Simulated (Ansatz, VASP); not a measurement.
# Si in VASP and in Ansatz

```xyz
1
Lattice="0.0000 1.9059 1.9059 1.9059 0.0000 1.9059 1.9059 1.9059 0.0000" Properties=species:S:1:pos:R:3 pbc="T T T"
Si    0.0000    0.0000    0.0000
```

Alike in both runs: task relaxation of cell and atoms; functional PBE; k mesh 24 × 24 × 24; occupations gaussian, width 0.1 eV; no spin polarisation.

|  | VASP | Ansatz |
| --- | --- | --- |
| version | VASP 6.6.1 | Ansatz 0.2.0 |
| potentials or method | VASP PAW PBE potentials, release 64 (Si), cutoff 600 eV | scalar-relativistic, plane waves, PAW |
| valence electrons in the cell | 4 | 4 |

```tsv
	VASP	Ansatz	Ansatz less VASP
gap on the k mesh at the Fermi level, each at its own relaxed structure (eV)	none	none	-
relaxed volume (Å³/atom)	14.46	14.46	+0.001
relaxed cell length with the largest relative difference (Å)	2.735	2.735	+0.0001
```

A gap of «none» marks a metal or a gap that the smearing closes.
